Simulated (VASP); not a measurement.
# Ru (Pm-3m) in VASP: notebook, part 2 of 2

VASP 6.6.1. Earlier steps stand in the parts before.

## Step 3: Single point, BLYP (volume scaled by 0.88)

File INCAR:

```
SYSTEM = Ru
PREC = Accurate ; ENCUT = 520
EDIFF = 1E-6 ; ISMEAR = -1
SIGMA = 0.1 ; LREAL = .False.
LASPH = .True. ; NELM = 100
ALGO = Normal ; ISIF = 2
LWAVE = .False. ; LCHARG = .False.
GGA = B5 ; ALDAX = 1.0
AGGAX = 1.0 ; AGGAC = 1.0
ALDAC = 0.0 ; NBANDS = 13
```

File KPOINTS:

```
regular mesh
0
Gamma
  14 14 14
  0 0 0
```

File POSCAR:

```
Ru
1.0
    2.4474447761      0.0000000000      0.0000000000
    0.0000000000      2.4474447761      0.0000000000
    0.0000000000      0.0000000000      2.4474447761
Ru
1
Direct
    0.0000000000      0.0000000000      0.0000000000
```

Potentials or basis: VASP PAW PBE potentials, release 64 (Ru_pv).

Command:

```
cat potpaw_PBE.64/Ru_pv/POTCAR > POTCAR
mpirun -np 1 vasp_std > vasp.out
```

OUTCAR:

```text
SYSTEM = Ru
   PREC = Accurate
   ENCUT = 520
   EDIFF = 1E-6
   ISMEAR = -1
   LREAL = .False.
   LASPH = .True.
   NELM = 100
   ISIF = 2
   GGA = B5

 ion  position               nearest neighbor table
   1  0.000  0.000  0.000-

  LATTYP: Found a simple cubic cell.
 ALAT       =     2.4474447761

  Lattice vectors:

 A1 = (   2.4474447761,   0.0000000000,   0.0000000000)
 A2 = (   0.0000000000,   2.4474447761,   0.0000000000)
 A3 = (   0.0000000000,   0.0000000000,   2.4474447761)

Analysis of symmetry for initial positions (statically):
=====================================================================
 Subroutine PRICEL returns:
 Original cell was already a primitive cell.

 Routine SETGRP: Setting up the symmetry group for a
 simple cubic supercell.

 Subroutine GETGRP returns: Found 48 space group operations
 (whereof 48 operations were pure point group operations)
 out of a pool of 48 trial point group operations.

The static configuration has the point symmetry O_h .

Analysis of symmetry for dynamics (positions and initial velocities):
=====================================================================
 Subroutine PRICEL returns:
 Original cell was already a primitive cell.

 Routine SETGRP: Setting up the symmetry group for a
 simple cubic supercell.

 Subroutine GETGRP returns: Found 48 space group operations
 (whereof 48 operations were pure point group operations)
 out of a pool of 48 trial point group operations.

The dynamic configuration has the point symmetry O_h .

 Subroutine INISYM returns: Found 48 space group operations
 (whereof 48 operations are pure point group operations),
 and found     1 'primitive' translations

----------------------------------------------------------------------------------------
[... 114 lines left out ...]
  Thomas-Fermi vector in A             =   2.707424
   LORBIT       =      0    0 simple, 1 ext, 2 COOP (PROOUT), +10 PAW based schemes
   GGA     = B5    functional components
   LHFCALC =     F    Hartree Fock is set to
   AEXX    =    0.0000 exact exchange contribution
   IVDW    =     0    specifies the selected vdW correction
   LEPSILON=     F    determine dielectric tensor
   LRPA    =     F    only Hartree local field effects (RPA)
 non-spin polarized calculation
  energy-cutoff  :      520.00
  volume of cell :       14.66
 maximum number of plane-waves:       407
   NGX =  9   NGY =  9   NGZ =  9

 number of electron      14.0000009 magnetization

 Free energy of the ion-electron system (eV)
  ---------------------------------------------------
  ext. energy  EPLUGINS =         0.00000000
  ---------------------------------------------------
  free energy    TOTEN  =        -6.88251958 eV

  energy without entropy =       -6.83567439  energy(sigma->0) =       -6.85909698

 E-fermi :  12.3161     XC(G=0): -12.7935

 val. band max:       12.3026987710   @ k =   0.5000   0.2143   0.2143
 cond. band min:      12.3469480816   @ k =   0.2857   0.2143   0.0000
 fundamental gap:      0.0442493106
 Fermi energy:        12.3160706927

 k-point     1 :       0.0000    0.0000    0.0000
  band No.  band energies     occupation
      1     -29.9763      2.00000
      2     -29.9763      2.00000
      3     -29.9763      2.00000
      4       4.9584      2.00000
      5       6.4259      2.00000
      6       6.4259      2.00000
      7      14.1348      0.00000
      8      14.1348      0.00000
      9      14.1348      0.00000
     10      22.8581      0.00000
     11      29.6715      0.00000
     12      29.6715      0.00000
     13      29.6715      0.00000
[... 354 lines left out ...]
  band No.  band energies     occupation
      1     -31.0088      2.00000
      2     -30.3971      2.00000
      3     -29.8325      2.00000
      4       7.4368      2.00000
      5       8.1164      2.00000
      6       9.8741      2.00000
      7      11.8465      1.98190
      8      13.1873      0.00033
      9      13.3236      0.00008
     10      22.4521      0.00000
     11      22.8679      0.00000
     12      28.7836      0.00000
     13      31.8560      0.00000

 [... further k-points ...]

------------------------ aborting loop because EDIFF is reached ----------------------------------------

  FORCE on cell =-STRESS in cart. coord.  units (eV):
  Direction    XX          YY          ZZ          XY          YZ          ZX
  --------------------------------------------------------------------------------------
  -------------------------------------------------------------------------------------
  Total        3.1141568      3.1141568      3.1141568      0.0000000     -0.0000000      0.0000000
  in kB      340.3395018    340.3395018    340.3395018      0.0000000     -0.0000000      0.0000000
  external PRESSURE =     340.3395018 kB  Pullay stress =       0.0000000 kB

 VOLUME and BASIS-vectors are now :
 -----------------------------------------------------------------------------
  energy-cutoff  :      520.00
  volume of cell :       14.66
      direct lattice vectors                 reciprocal lattice vectors
     2.447444776  0.000000000  0.000000000     0.408589403  0.000000000  0.000000000
     0.000000000  2.447444776  0.000000000     0.000000000  0.408589403  0.000000000
     0.000000000  0.000000000  2.447444776     0.000000000  0.000000000  0.408589403

 POSITION                                       TOTAL-FORCE (eV/Angst)
 -----------------------------------------------------------------------------------
      0.00000      0.00000      0.00000         0.000000      0.000000      0.000000
 -----------------------------------------------------------------------------------
    total drift:                                0.000000      0.000000      0.000000

  FREE ENERGIE OF THE ION-ELECTRON SYSTEM (eV)
  ---------------------------------------------------
  free  energy   TOTEN  =        -6.8825195812 eV

  energy  without entropy=       -6.8356743870  energy(sigma->0) =       -6.85909698
```

OSZICAR:

```text
N       E                     dE             d eps       ncg     rms          rms(c)
DAV:   1     0.109358049946E+03    0.10936E+03   -0.84897E+03  3133   0.113E+03
DAV:   2    -0.586203489682E+01   -0.11522E+03   -0.11011E+03  3370   0.320E+02
DAV:   3    -0.717076385784E+01   -0.13087E+01   -0.13021E+01  3595   0.377E+01
DAV:   4    -0.717497711124E+01   -0.42133E-02   -0.42132E-02  3290   0.228E+00
DAV:   5    -0.717500555324E+01   -0.28442E-04   -0.28443E-04  3650   0.175E-01    0.117E+01
DAV:   6    -0.690090123939E+01    0.27410E+00   -0.49147E-01  3180   0.864E+00    0.450E+00
DAV:   7    -0.688407423765E+01    0.16827E-01   -0.31371E-02  3310   0.203E+00    0.153E+00
DAV:   8    -0.688263598956E+01    0.14382E-02   -0.37117E-03  3260   0.759E-01    0.188E-01
DAV:   9    -0.688252749903E+01    0.10849E-03   -0.44330E-05  3410   0.888E-02    0.249E-02
DAV:  10    -0.688251943474E+01    0.80643E-05   -0.82315E-06  3270   0.362E-02    0.299E-03
DAV:  11    -0.688251958122E+01   -0.14648E-06   -0.15695E-07  1790   0.513E-03
   1 F= -.68825196E+01 E0= -.68590970E+01  d E =-.468452E-01
```

stdout:

```text
POSCAR found type information on POSCAR Ru
 POSCAR found :  1 types and       1 ions
 scaLAPACK will be used
 -----------------------------------------------------------------------------
|                                                                             |
|                                                                             |
|     You enforced a specific xc type in the INCAR file but a different       |
|     I HOPE YOU KNOW WHAT YOU ARE DOING!                                     |
|                                                                             |
 -----------------------------------------------------------------------------

 LDA part: xc-table for (Slater(with rela. corr.)+VWN5), standard interpolation
 POSCAR, INCAR and KPOINTS ok, starting setup
 FFT: planning ... GRIDC
 FFT: planning ... GRID_SOFT
 FFT: planning ... GRID
 WAVECAR not read
 entering main loop
```

Run time: 14 s. Hardware: 1 thread of Intel Xeon 6975P-C, shared host; peak memory 0.13 GiB.

What came out:

- Free energy: -6.8825 eV
- Pressure: 34.0 GPa
- Band gap on the k mesh: zero (band 7 reaches 16.48 eV, above the bottom of band 8 at 11.50 eV)

Levels at points of the mesh, in eV from the Fermi level:
```tsv
k point	band 3	band 4	band 5	band 6	band 7	band 8	band 9	band 10	band 11	band 12
(0.00, 0.00, 0.00)	-42.29	-7.36	-5.89	-5.89	1.82	1.82	1.82	10.54	17.36	17.36
(0.50, 0.00, 0.00)	-42.17	-5.07	-4.71	-1.13	-1.13	-0.03	2.11	8.14	10.55	16.70
(0.50, 0.50, 0.00)	-42.05	-6.69	-3.91	-0.55	-0.55	3.96	6.17	6.17	10.54	14.92
(0.50, 0.50, 0.50)	-43.28	-5.24	-5.24	-5.24	4.16	4.16	9.40	10.54	13.65	13.65
```

Caveat: the PAW data sets were made with another functional, which shifts forces and pressure a little.

## Step 4: Single point, BLYP (volume scaled by 0.92)

File INCAR:

```
PREC     = Accurate       # precision mode
ENCUT    = 520            # plane-wave cutoff, eV
EDIFF    = 1E-7           # SCF threshold, eV
ISMEAR   = -1             # smearing method
SIGMA    = 0.1            # smearing width, eV
LREAL    = F              # projectors in reciprocal space
LASPH    = T              # aspherical terms in the spheres
NELM     = 80             # most SCF steps
ALGO     = Normal         # electronic algorithm
ISIF     = 2              # what is computed and relaxed
LWAVE    = F              # write WAVECAR
LCHARG   = F              # write CHGCAR
GGA      = B5             # functional
ALDAX    = 1.0          
AGGAX    = 1.0          
AGGAC    = 1.0          
ALDAC    = 0.0          
NBANDS   = 13             # bands
```

File KPOINTS:

```
regular mesh
0
Gamma
  14 14 14
```

File POSCAR:

```
Ru
1.0
    2.4839791888      0.0000000000      0.0000000000
    0.0000000000      2.4839791888      0.0000000000
    0.0000000000      0.0000000000      2.4839791888
Ru
1
Direct
    0.0000000000      0.0000000000      0.0000000000
```

Command:

```
cat potpaw_PBE.64/Ru_pv/POTCAR > POTCAR
mpirun -np 1 vasp_std > vasp.out
```

It took 18 s on 1 thread of Intel Xeon 6975P-C, shared host; peak memory 0.13 GiB.

It converged, with:

```
Free energy            : -6.9948 eV
Pressure               : 20.2 GPa
Band gap on the k mesh : zero (band 7 reaches 15.44 eV, above the bottom of band 8 at 10.77 eV)
```

Levels at points of the mesh, in eV from the Fermi level:
```csv
k point,band 5,band 6,band 7,band 8,band 9,band 10
"(0.00, 0.00, 0.00)",-5.54,-5.54,1.70,1.70,1.70,10.58
"(0.50, 0.00, 0.00)",-4.51,-1.05,-1.05,0.04,1.97,7.70
"(0.50, 0.50, 0.00)",-3.71,-0.51,-0.51,3.70,6.00,6.00
"(0.50, 0.50, 0.50)",-4.89,-4.89,3.88,3.88,9.56,10.58
```

Caveat: the PAW data sets were made with another functional, which shifts forces and pressure a little.

## Step 5: Single point, BLYP (volume scaled by 0.96)

File INCAR:

```
SYSTEM = Ru
PREC     = Accurate       ! precision mode
ENCUT    = 520            ! plane-wave cutoff, eV
EDIFF    = 1E-6           ! SCF threshold, eV
ISMEAR   = -1             ! smearing method
SIGMA    = 0.1            ! smearing width, eV
LREAL    = .FALSE.        ! projectors in reciprocal space
LASPH    = .TRUE.         ! aspherical terms in the spheres
NELM     = 60             ! most SCF steps
ALGO     = Normal         ! electronic algorithm
ISIF     = 2              ! what is computed and relaxed
LWAVE    = .FALSE.        ! write WAVECAR
LCHARG   = .FALSE.        ! write CHGCAR
GGA      = B5             ! functional
ALDAX    = 1.0          
AGGAX    = 1.0          
AGGAC    = 1.0          
ALDAC    = 0.0          
NBANDS   = 13             ! bands
```

File KPOINTS:

```
Automatic mesh
0
G
  14 14 14
  0 0 0
```

File POSCAR:

```
Ru
1.0
    2.5194694007      0.0000000000      0.0000000000
    0.0000000000      2.5194694007      0.0000000000
    0.0000000000      0.0000000000      2.5194694007
Ru
1
Direct
    0.0000000000      0.0000000000      0.0000000000
```

Command:

```
cat potpaw_PBE.64/Ru_pv/POTCAR > POTCAR
mpirun -np 1 vasp_std > vasp.out
```

Run time: 16 s. Hardware: 1 thread of Intel Xeon 6975P-C, shared host; peak memory 0.14 GiB.

It converged, with:

* Free energy: -7.0559 eV
* Pressure: 9.3 GPa
* Band gap on the k mesh: zero (band 7 reaches 14.49 eV, above the bottom of band 8 at 10.11 eV)

Levels at points of the mesh, in eV from the Fermi level:
```
           k point  band 4  band 5  band 6  band 7  band 8  band 9  band 10  band 11
(0.00, 0.00, 0.00)   -6.85   -5.23   -5.23    1.59    1.59    1.59    10.62    16.68
(0.50, 0.00, 0.00)   -4.50   -4.32   -0.97   -0.97    0.11    1.84     7.29    10.62
(0.50, 0.50, 0.00)   -5.86   -3.53   -0.47   -0.47    3.46    5.84     5.84    10.62
(0.50, 0.50, 0.50)   -4.58   -4.58   -4.58    3.63    3.63    9.69    10.62    12.59
```

Caveat: the PAW data sets were made with another functional, which shifts forces and pressure a little.

## Step 6: Summary

| cell | k mesh | gap on the mesh (eV) | pressure (GPa) |
| --- | --- | --- | --- |
| a = 2.554 Å, 1 atom | 13 × 13 × 13 | none | 0.5 |
| a = 2.447 Å, 1 atom | 14 × 14 × 14 | none | 34.0 |
| a = 2.484 Å, 1 atom | 14 × 14 × 14 | none | 20.2 |
| a = 2.519 Å, 1 atom | 14 × 14 × 14 | none | 9.3 |

Alike in all rows: task single point; level BLYP; potentials or basis VASP PAW PBE potentials, release 64 (Ru_pv); no spin polarisation; cutoff (eV) 520; smearing fermi-dirac 0.1 eV.

Caveats: the PAW data sets were made with another functional, which shifts forces and pressure a little.

Total energies depend on the potentials used, so only differences within one code and one set of settings carry meaning.
